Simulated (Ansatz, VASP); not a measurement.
Tl in VASP and in Ansatz

INCAR

```
PREC = Accurate
ENCUT = 520
EDIFF = 1E-7
ISMEAR = -1
SIGMA = 0.1
LREAL = F
LASPH = T
NELM = 60
ALGO = Normal
ISIF = 2
LWAVE = F
LCHARG = F
GGA = PE
NBANDS = 34
```

Contents of KPOINTS:

```
regular mesh
0
Gamma
  12 12 3
```

File POSCAR:

```
Tl
1.0
    3.4007015124      0.0000000000      0.0000000000
   -1.7003507562      2.9450939005      0.0000000000
    0.0000000000      0.0000000000     10.9735290963
Tl
4
Direct
    1.0000000000      0.0000000000      1.0000000000
    1.0000000000      1.0000000000      0.5000000000
    0.3333333333      0.6666666667      0.2500000000
    0.6666666667      0.3333333333      0.7500000000
```

Input for Ansatz:

```yaml
crystal:
  lattice:
    - [3.4007015124, 0.0, 0.0]
    - [-1.7003507562, 2.9450939005, 0.0]
    - [0.0, 0.0, 10.9735290963]
  atoms:
    - { symbol: Tl, position: [1.0, 0.0, 1.0] }
    - { symbol: Tl, position: [1.0, 1.0, 0.5] }
    - { symbol: Tl, position: [0.3333333333, 0.6666666667, 0.25] }
    - { symbol: Tl, position: [0.6666666667, 0.3333333333, 0.75] }
hamiltonian:
  xc: pbe
  pseudopotentials:
    kind: paw
    azcp:
      Tl: "pseudopotentials/Tl.paw.azcp"
basis:
  ecutwfc: 420
  fft_grid_basis: typed
kpoints:
  mp_grid: { grid: [12, 12, 3], shift: [0, 0, 0] }
magnetization:
  spin_polarized: false
scf:
  occupations: { method: fermi_dirac, width: 0.1 }
  lower_state_search: "off"
output:
  stress: true
```

Alike in both runs: task single point; functional PBE; k mesh 12 × 12 × 3; occupations fermi-dirac, width 0.1 eV; no spin polarisation.

|  | VASP | Ansatz |
| --- | --- | --- |
| version | VASP 6.6.1 | Ansatz 0.2.0 |
| potentials or method | VASP PAW PBE potentials, release 64 (Tl_d), cutoff 520 eV | plane waves (420 eV) with PAW, scalar-relativistic |
| valence electrons in the cell | 52 | 52 |

|  | VASP | Ansatz | Ansatz less VASP |
| --- | --- | --- | --- |
| pressure (GPa) | 4.8 | 4.9 | +0.07 |
| traceless stress, the component that is largest in VASP (GPa) | 0.12 | 0.12 | +0.005 |

Neither program's run includes spin-orbit coupling.
